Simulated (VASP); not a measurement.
# AlC18 in VASP: a series of runs

AlC18 is run at these levels: PBE+D3(BJ); tasks: single point.

Program: VASP 6.6.1. These are calculated values, not measurements. Logs are shortened: lines on timing, memory, paths and dates and some standing lists are left out, and cuts for length are marked.

## 1. The cell of the first run

The cell holds a slab with vacuum, 19 atoms: a = 7.398 Å, b = 7.398 Å, c = 11.000 Å, α = 90.00°, β = 90.00°, γ = 120.00°.

## 2. Single point, PBE+D3(BJ), collinear spin, zero start

The input, INCAR:

```
SYSTEM = AlC18
  PREC = Accurate
  ENCUT = 520
  EDIFF = 1E-7
  ISMEAR = 0
  SIGMA = 0.05
  LREAL = Auto
  LASPH = .TRUE.
  NELM = 150
  ALGO = Normal
  ISIF = 2
  LWAVE = .FALSE.
  LCHARG = .FALSE.
  ISPIN = 2
  MAGMOM = 0 0 0 0 0 0 0 0 0 0 0 0 0 0 0 0 0 0 0
  LORBIT = 11
  GGA = PE
  IVDW = 12
  NBANDS = 56
```

The input, KPOINTS:

```
Automatic mesh
0
G
  2 2 1
  0 0 0
```

The input, POSCAR:

```
AlC18
1.0
    7.3980000000      0.0000000000      0.0000000000
   -3.6990000000      6.4068560000      0.0000000000
    0.0000000000      0.0000000000     11.0000000000
C Al
18 1
Direct
    0.0031976588      0.0026318681      0.0889267273
    0.2268093635      0.1144105627      0.0889104545
    0.0039261323      0.3352964387      0.0890383636
    0.2261238146      0.4463952366      0.0890077273
    0.0031977159      0.6672324148      0.0889267273
    0.2268093524      0.7790655822      0.0889104545
    0.3386212133      0.0026438865      0.0888966364
    0.5605475091      0.1136070484      0.0890878182
    0.3377701652      0.3363510901      0.0891074545
    0.5594488893      0.4463738533      0.0890407273
    0.3377702185      0.6680857194      0.0891074545
    0.5594488605      0.7797417329      0.0890407273
    0.6705691858      0.0019499424      0.0890276364
    0.8922581861      0.1136112627      0.0891590909
    0.6705691088      0.3352858251      0.0890276364
    0.8922581702      0.4453135828      0.0891590909
    0.6694549473      0.6680607462      0.0891859091
    0.8913488739      0.7790078316      0.0889368182
    0.1150561623     -0.1091385541      0.2875026364
```

Potentials or basis: VASP PAW PBE potentials, release 64 (C, Al).

On the command line:

```sh
cat potpaw_PBE.64/C/POTCAR potpaw_PBE.64/Al/POTCAR > POTCAR
mpirun -np 1 vasp_std > vasp.out
```

OUTCAR:

```text
SYSTEM = AlC18
   PREC = Accurate
   ENCUT = 520
   EDIFF = 1E-7
   ISMEAR = 0
   LREAL = Auto
   LASPH = .TRUE.
   NELM = 150
   ISIF = 2
   ISPIN = 2
   LORBIT = 11
   GGA = PE
   IVDW = 12
 IVDW          = 12

 ion  position               nearest neighbor table
   1  0.003  0.003  0.089-  14 1.42   2 1.43  18 1.43  19 2.61
   2  0.227  0.114  0.089-   9 1.42   7 1.43   1 1.43  19 2.61
   3  0.004  0.335  0.089-  16 1.42  14 1.42   4 1.42
   4  0.226  0.446  0.089-  11 1.42   9 1.42   3 1.42
   5  0.003  0.667  0.089-  16 1.42   6 1.43  18 1.43  19 2.61
   6  0.227  0.779  0.089-  11 1.42   7 1.43   5 1.43  19 2.61
   7  0.339  0.003  0.089-   8 1.42   6 1.43   2 1.43  19 2.61
   8  0.561  0.114  0.089-  15 1.42  13 1.42   7 1.42
   9  0.338  0.336  0.089-  10 1.42   4 1.42   2 1.42
  10  0.559  0.446  0.089-   9 1.42  17 1.42  15 1.42
  11  0.338  0.668  0.089-  12 1.42   4 1.42   6 1.42
  12  0.559  0.780  0.089-  11 1.42  17 1.42  13 1.42
  13  0.671  0.002  0.089-   8 1.42  14 1.42  12 1.42
  14  0.892  0.114  0.089-   3 1.42  13 1.42   1 1.42
  15  0.671  0.335  0.089-   8 1.42  16 1.42  10 1.42
  16  0.892  0.445  0.089-   3 1.42  15 1.42   5 1.42
  17  0.669  0.668  0.089-  10 1.42  12 1.42  18 1.42
  18  0.891  0.779  0.089-  17 1.42   1 1.43   5 1.43  19 2.61
  19  0.115  0.891  0.288-   6 2.61   2 2.61   1 2.61   5 2.61   7 2.61  18 2.61

  LATTYP: Found a hexagonal cell.
 ALAT       =     7.3980000000
 C/A-ratio  =     1.4868883482

  Lattice vectors:

 A1 = (   7.3980000000,   0.0000000000,   0.0000000000)
 A2 = (  -3.6990000000,   6.4068560000,   0.0000000000)
 A3 = (   0.0000000000,   0.0000000000,  11.0000000000)

Analysis of symmetry for initial positions (statically):
=====================================================================
 Subroutine PRICEL returns:
 Original cell was already a primitive cell.

 Routine SETGRP: Setting up the symmetry group for a
 hexagonal supercell.

 Subroutine GETGRP returns: Found  2 space group operations
 (whereof  1 operations were pure point group operations)
 out of a pool of 24 trial point group operations.

The static configuration has the point symmetry C_1 .
 The point group associated with its full space group is C_1h.

Analysis of symmetry for dynamics (positions and initial velocities):
=====================================================================
 Subroutine PRICEL returns:
 Original cell was already a primitive cell.

 Routine SETGRP: Setting up the symmetry group for a
 hexagonal supercell.

 Subroutine GETGRP returns: Found  2 space group operations
 (whereof  1 operations were pure point group operations)
 out of a pool of 24 trial point group operations.

The dynamic configuration has the point symmetry C_1 .
 The point group associated with its full space group is C_1h.

Analysis of structural, dynamic, and magnetic symmetry:
=====================================================================
 Subroutine PRICEL returns:
 Original cell was already a primitive cell.

 Routine SETGRP: Setting up the symmetry group for a
 hexagonal supercell.

 Subroutine GETGRP returns: Found  2 space group operations
 (whereof  1 operations were pure point group operations)
 out of a pool of 24 trial point group operations.

The overall configuration has the point symmetry C_1 .
 The point group associated with its full space group is C_1h.

 Subroutine INISYM returns: Found  2 space group operations
 (whereof  1 operations are pure point group operations),
 and found     1 'primitive' translations

----------------------------------------------------------------------------------------

                                     Primitive cell

  volume of cell :     521.3771

  direct lattice vectors                    reciprocal lattice vectors
     7.398000000  0.000000000  0.000000000     0.135171668  0.078041398  0.000000000
    -3.699000000  6.406856000  0.000000000     0.000000000  0.156082796  0.000000000
     0.000000000  0.000000000 11.000000000     0.000000000  0.000000000  0.090909091

  length of vectors
     7.398000000  7.398000054 11.000000000     0.156082797  0.156082796  0.090909091

  position of ions in fractional coordinates (direct lattice)
     0.003197659  0.002631868  0.088926727
     0.226809364  0.114410563  0.088910455
     0.003926132  0.335296439  0.089038364
     0.226123815  0.446395237  0.089007727
     0.003197716  0.667232415  0.088926727
     0.226809352  0.779065582  0.088910455
[... 11 lines left out ...]
     0.891348874  0.779007832  0.088936818
     0.115056162  0.890861446  0.287502636

  ion indices of the primitive-cell ions
   primitive index   ion index
                 1           1
                 2           2
                 3           3
                 4           4
                 5           5
                 6           6
[... 11 lines left out ...]
                18          18
                19          19

----------------------------------------------------------------------------------------

 KPOINTS: Automatic mesh

Automatic generation of k-mesh.
 Grid dimensions read from file:
 generate k-points for:    2    2    1

 Generating k-lattice:

  Cartesian coordinates                     Fractional coordinates (reciprocal lattice)
     0.067585834  0.039020699  0.000000000     0.500000000 -0.000000000  0.000000000
     0.000000000  0.078041398  0.000000000     0.000000000  0.500000000  0.000000000
     0.000000000  0.000000000  0.090909091     0.000000000  0.000000000  1.000000000

  Length of vectors
     0.078041399  0.078041398  0.090909091

  Shift w.r.t. Gamma in fractional coordinates (k-lattice)
     0.000000000  0.000000000  0.000000000

 Subroutine IBZKPT returns following result:
 ===========================================

 Found      3 irreducible k-points:

 Following reciprocal coordinates:
            Coordinates               Weight
  0.000000  0.000000  0.000000      1.000000
  0.500000 -0.000000  0.000000      1.000000
  0.000000  0.500000  0.000000      2.000000
   k-points           NKPTS =      3   k-points in BZ     NKDIM =      3   number of bands    NBANDS=     56
   number of dos      NEDOS =    301   number of ions     NIONS =     19
   total plane-waves  NPLWV = 263424
   dimension x,y,z NGX =    56 NGY =   56 NGZ =   84
   dimension x,y,z NGXF=   112 NGYF=  112 NGZF=  168
   ions per type =              18   1
   NGX,Y,Z   is equivalent  to a cutoff of  12.58, 12.58, 12.70 a.u.
   NGXF,Y,Z  is equivalent  to a cutoff of  25.17, 25.17, 25.39 a.u.
 SYSTEM =  AlC18
   PREC   = accura    normal or accurate (medium, high low for compatibility)
   ISTART =      0    job   : 0-new  1-cont  2-samecut
   ICHARG =      2    charge: 1-file 2-atom 10-const
   ISPIN  =      2    spin polarized calculation?
   LNONCOLLINEAR =      F non collinear calculations
   LSORBIT =      F    spin-orbit coupling
   LASPH  =      T    aspherical Exc in radial PAW
   ENCUT  =  520.0 eV  38.22 Ry    6.18 a.u.  13.76 13.76 20.45*2*pi/ulx,y,z
   NELM   =    150;   NELMIN=  2; NELMDL= -5     # of ELM steps
   EDIFF  = 0.1E-06   stopping-criterion for ELM
   LREAL  =      T    real-space projection
   EDIFFG = 0.1E-05   stopping-criterion for IOM
   NSW    =      0    number of steps for IOM
   IBRION =     -1    ionic relax: 0-MD 1-quasi-New 2-CG
   NFREE  =      0    steps in history (QN), initial steepest desc. (CG)
   ISIF   =      2    stress and relaxation
   ISYM   =      2    0-nonsym 1-usesym 2-fastsym
   POTIM  = 0.5000    time-step for ionic-motion
   TEBEG  =    0.0;   TEEND  =   0.0 temperature during run
   PSTRESS=    0.0 pullay stress
   NELECT =      75.0000    total number of electrons
   NUPDOWN=      -1.0000    fix difference up-down
   EMIN   =  10.00;   EMAX   =-10.00  energy-range for DOS
   EFERMI =   0.00;   METHOD = LEGACY
   ISMEAR =     0;   SIGMA  =   0.05  broadening in eV -4-tet -1-fermi 0-gaus
   EFERMI_NEDOS =   21; number of points for ismear=-14 and -15
   IALGO  =     38    algorithm
   IMIX   =      4    mixing-type and parameters
     AMIX     =   0.40;   BMIX     =  1.00
     AMIX_MAG =   1.60;   BMIX_MAG =  1.00
  volume/ion in A,a.u.               =      27.44       185.18
  Fermi-wavevector in a.u.,A,eV,Ry     =   0.857784  1.620977 10.011076  0.735793
  Thomas-Fermi vector in A             =   1.974890
   LORBIT       =     11    0 simple, 1 ext, 2 COOP (PROOUT), +10 PAW based schemes
   GGA     = PE    functional components
   LHFCALC =     F    Hartree Fock is set to
   AEXX    =    0.0000 exact exchange contribution
   IVDW    =    12    specifies the selected vdW correction
   LEPSILON=     F    determine dielectric tensor
   LRPA    =     F    only Hartree local field effects (RPA)
 spin polarized calculation
 Gauss-broadening in eV      SIGMA  =   0.05
  energy-cutoff  :      520.00
  volume of cell :      521.38
 maximum number of plane-waves:     14099
 NGX is ok and might be reduce to    56
   NGX = 27   NGY = 27   NGZ = 41

 number of electron      74.9999998 magnetization      -0.0000000

 number of electron      74.9999998 magnetization       0.0000000

 Free energy of the ion-electron system (eV)
  ---------------------------------------------------
  ext. energy  EPLUGINS =         0.00000000
  ---------------------------------------------------
  free energy    TOTEN  =      -167.55982993 eV

  energy without entropy =     -167.55982993  energy(sigma->0) =     -167.55982993

 E-fermi :  -0.6467     XC(G=0):  -4.4938

 val. band max:       -0.9403425159   @ k =   0.0000   0.0000   0.0000
 cond. band min:       0.5554785860   @ k =   0.5000  -0.0000   0.0000
 fundamental gap:      1.4958211019
 Fermi energy:        -0.6466923329

 spin component 1

 k-point     1 :       0.0000    0.0000    0.0000
  band No.  band energies     occupation
      1     -20.4128      1.00000
      2     -18.0033      1.00000
      3     -17.8750      1.00000
      4     -17.8741      1.00000
      5     -17.6824      1.00000
      6     -17.6823      1.00000
[... 41 lines left out ...]
     48       3.9514      0.00000
     49       4.0913      0.00000
[... 102 lines left out ...]
     48       4.0701      0.00000
     49       4.3510      0.00000
 Fermi energy:        -0.6466923329

 spin component 2

 k-point     1 :       0.0000    0.0000    0.0000
  band No.  band energies     occupation
      1     -20.4128      1.00000
      2     -18.0033      1.00000
      3     -17.8750      1.00000
      4     -17.8741      1.00000
      5     -17.6824      1.00000
      6     -17.6823      1.00000
[... 41 lines left out ...]
     48       3.9514      0.00000
     49       4.0913      0.00000
[... 102 lines left out ...]
     48       4.0701      0.00000
     49       4.3510      0.00000
 [bands above 49 left out]

------------------------ aborting loop because EDIFF is reached ----------------------------------------

 Edisp (eV)   -1.80039

 E8    (eV) :    -0.5820

  FORCE on cell =-STRESS in cart. coord.  units (eV):
  Direction    XX          YY          ZZ          XY          YZ          ZX
  --------------------------------------------------------------------------------------
  -------------------------------------------------------------------------------------
  Total       4.91889     4.91206    -0.18225     0.00591    -0.00162    -0.00280
  in kB      15.11561    15.09462    -0.56006     0.01818    -0.00498    -0.00862
  external pressure =        9.88 kB  Pullay stress =        0.00 kB

 VOLUME and BASIS-vectors are now :
 -----------------------------------------------------------------------------
  energy-cutoff  :      520.00
  volume of cell :      521.38
      direct lattice vectors                 reciprocal lattice vectors
     7.398000000  0.000000000  0.000000000     0.135171668  0.078041398  0.000000000
    -3.699000000  6.406856000  0.000000000     0.000000000  0.156082796  0.000000000
     0.000000000  0.000000000 11.000000000     0.000000000  0.000000000  0.090909091

 POSITION                                       TOTAL-FORCE (eV/Angst)
 -----------------------------------------------------------------------------------
      0.01392      0.01686      0.97819        -0.005990     -0.004573      0.000791
      1.25473      0.73301      0.97801        -0.007734      0.008270      0.000749
     -1.21122      2.14820      0.97942        -0.004889     -0.002823     -0.001440
      0.02165      2.85999      0.97909         0.004534      0.002618      0.001254
     -2.44444      4.27486      0.97819        -0.006955     -0.002901      0.000791
     -1.20383      4.99136      0.97801         0.003295     -0.010832      0.000749
[... 11 lines left out ...]
      3.71265      4.99099      0.97831         0.016369      0.009450      0.004235
     -2.44411      5.70762      3.16253        -0.001491     -0.000861     -0.011082
 -----------------------------------------------------------------------------------
    total drift:                                0.007320      0.005190     -0.005562

  FREE ENERGIE OF THE ION-ELECTRON SYSTEM (eV)
  ---------------------------------------------------
  free  energy   TOTEN  =      -169.3602150397 eV

  energy  without entropy=     -169.3602150397  energy(sigma->0) =     -169.36021504

 total charge

# of ion       s       p       d       tot
------------------------------------------
    1        0.860   1.786   0.000   2.646
    2        0.860   1.786   0.000   2.646
    3        0.862   1.795   0.000   2.657
    4        0.862   1.795   0.000   2.656
    5        0.860   1.786   0.000   2.646
    6        0.860   1.786   0.000   2.646
[... 11 lines left out ...]
   18        0.860   1.786   0.000   2.646
   19        0.628   0.116   0.000   0.744
--------------------------------------------------
tot         16.124  32.405   0.000  48.529

 magnetization (x)

# of ion       s       p       d       tot
------------------------------------------
    1       -0.000   0.000   0.000   0.000
    2       -0.000  -0.000   0.000  -0.000
    3        0.000  -0.000   0.000   0.000
    4        0.000  -0.000   0.000  -0.000
    5       -0.000   0.000   0.000   0.000
    6       -0.000  -0.000   0.000  -0.000
[... 11 lines left out ...]
   18       -0.000  -0.000   0.000  -0.000
   19        0.000   0.000   0.000   0.000
--------------------------------------------------
tot         -0.000  -0.000   0.000  -0.000
```

It took 3.9 min on 1 thread of Intel Xeon 6975P-C (Granite Rapids), shared host; peak memory 0.76 GiB.

Results:

```yaml
Free_energy: -169.3602 eV
Largest_force: 0.019 eV/Å
Net_moment: 0.00 μB per cell
Valence_electrons_inside_the_program's_atomic_spheres: C 2.65, 2.66; Al 0.74
Dispersion_energy_per_atom: -0.095 eV
```

Forces in eV/Å, atoms in the order of the input:
```
C   -0.006 -0.005  0.001
C   -0.008  0.008  0.001
C   -0.005 -0.003 -0.001
C    0.005  0.003  0.001
C   -0.007 -0.003  0.001
C    0.003 -0.011  0.001
C    0.005  0.003  0.000
C    0.003  0.002  0.003
C    0.004 -0.003  0.004
C   -0.003  0.003  0.000
C    0.000  0.005  0.004
C    0.001 -0.004  0.000
C   -0.001 -0.006 -0.001
C    0.001 -0.001 -0.002
C   -0.006  0.002 -0.001
C   -0.001  0.001 -0.002
C    0.001  0.000 -0.002
C    0.016  0.009  0.004
Al  -0.001 -0.001 -0.011
```

Caveat: the k points lie up to 0.49 Å⁻¹ apart.

## 3. Single point, PBE+D3(BJ), collinear spin, zero start

The input, INCAR:

```
ALGO = Normal
EDIFF = 1E-6
ENCUT = 520
GGA = PE
ISIF = 2
ISMEAR = 0
ISPIN = 2
IVDW = 12
LASPH = True
LCHARG = False
LORBIT = 11
LREAL = Auto
LWAVE = False
MAGMOM = 0 0 0 0 0 0 0 0 0 0 0 0 0 0 0 0 0 0 0
NBANDS = 56
NELM = 150
PREC = Accurate
SIGMA = 0.05
```

The input, KPOINTS:

```
k-points
0
Gamma
  2 2 1
```

POSCAR is that of step 2.

Potentials or basis: VASP PAW PBE potentials, release 64 (C, Al).

On the command line:

```sh
cat potpaw_PBE.64/C/POTCAR potpaw_PBE.64/Al/POTCAR > POTCAR
mpirun -np 1 vasp_std > vasp.out
```

It took 3.8 min on 1 thread of Intel Xeon 6975P-C (Granite Rapids), shared host; peak memory 0.77 GiB.

The run converged. Its results:

```yaml
Free_energy: -169.3602 eV
Largest_force: 0.019 eV/Å
Net_moment: 0.00 μB per cell
Valence_electrons_inside_the_program's_atomic_spheres: C 2.65, 2.66; Al 0.74
Dispersion_energy_per_atom: -0.095 eV
```

Forces in eV/Å, atoms in the order of the input:
```
C   -0.006 -0.005  0.001
C   -0.008  0.008  0.001
C   -0.005 -0.003 -0.001
C    0.005  0.003  0.001
C   -0.007 -0.003  0.001
C    0.003 -0.011  0.001
C    0.005  0.003  0.000
C    0.003  0.002  0.003
C    0.004 -0.003  0.004
C   -0.003  0.003  0.000
C    0.000  0.005  0.004
C    0.001 -0.004  0.000
C   -0.001 -0.006 -0.001
C    0.001 -0.001 -0.002
C   -0.006  0.002 -0.001
C   -0.001  0.001 -0.002
C    0.001  0.000 -0.002
C    0.016  0.009  0.004
Al  -0.001 -0.001 -0.011
```

Levels at points of the mesh, in eV from the Fermi level:
Spin up:
```
           k point  band 35  band 36  band 37  band 38  band 39  band 40
(0.00, 0.00, 0.00)    -2.82    -0.48    -0.48    -0.30    -0.30     1.92
(0.50, 0.00, 0.00)    -2.88    -2.58    -2.54     1.20     1.46     1.57
(0.00, 0.50, 0.00)    -2.88    -2.58    -2.54     1.20     1.46     1.57
```
Spin down:
| k point | band 35 | band 36 | band 37 | band 38 | band 39 | band 40 |
| --- | --- | --- | --- | --- | --- | --- |
| (0.00, 0.00, 0.00) | -2.82 | -0.48 | -0.48 | -0.30 | -0.30 | 1.92 |
| (0.50, 0.00, 0.00) | -2.88 | -2.58 | -2.54 | 1.20 | 1.46 | 1.57 |
| (0.00, 0.50, 0.00) | -2.88 | -2.58 | -2.54 | 1.20 | 1.46 | 1.57 |

Caveat: the k points lie up to 0.49 Å⁻¹ apart.
